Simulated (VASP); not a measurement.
Wanted: the native input for a VASP 6.6.1 run.

```yaml
Task: single point
Functional: PBEsol
Potentials_or_basis: VASP PAW PBE potentials, release 64 (Si, Ni, B)
Cutoff: 520 eV
k_mesh: 9 × 9 × 1
Occupations: gaussian, width 0.1 eV
Spin: no spin polarisation
Dipole_correction: yes
Further_INCAR_settings: ALGO = Normal; EDIFF = 1e-06; NBANDS = 40
```

The structure of Si6Ni3B lies in POSCAR:

```
Si6Ni3B
1.0
    3.8123023566      0.0000000000      0.0000000000
   -1.9061511783      3.3015506877      0.0000000000
    0.0000000000      0.0000000000     26.7818295990
Si Ni B
6 3 1
Direct
    0.0000000000      0.0000000000      0.3173793623
    0.3333333333      0.6666666667      0.3754921180
    0.6666666667      0.3333333333      0.4336048737
    0.0000000000      0.0000000000      0.4921004790
    0.3333333333      0.6666666667      0.5514609529
    0.6666666667      0.3333333333      0.6059883252
    0.6666666667      0.3333333333      0.3464357401
    0.3333333333      0.6666666667      0.4625178016
    0.0000000000      0.0000000000      0.5762055241
    0.6666666667      0.3333333333      0.6825513557
```

One way to write it, as run:

INCAR

```
ALGO = Normal
DIPOL = 0.5 0.5 0.484
EDIFF = 1E-6
ENCUT = 520
GGA = PS
IDIPOL = 3
ISIF = 2
ISMEAR = 0
LASPH = True
LCHARG = False
LDIPOL = True
LREAL = False
LWAVE = False
NBANDS = 40
NELM = 60
PREC = Accurate
SIGMA = 0.1
```

KPOINTS

```
k-points
0
Gamma
  9 9 1
```

Potentials or basis: VASP PAW PBE potentials, release 64 (Si, Ni, B).

Launch:

```sh
$ cat potpaw_PBE.64/Si/POTCAR potpaw_PBE.64/Ni/POTCAR potpaw_PBE.64/B/POTCAR > POTCAR
$ mpirun -np 1 vasp_std > vasp.out
```

It gave:

The largest force is 0.582 eV/Å and the band gap on the k mesh is zero (an odd number of electrons rules out a gap without spin polarisation).

Caveat: the PAW data sets were made with another functional, which shifts forces and pressure a little.

It took 5.3 min on 1 thread of AMD EPYC 9R45 96-Core Processor (Zen 5), on a shared host, peak memory 0.45 GiB.
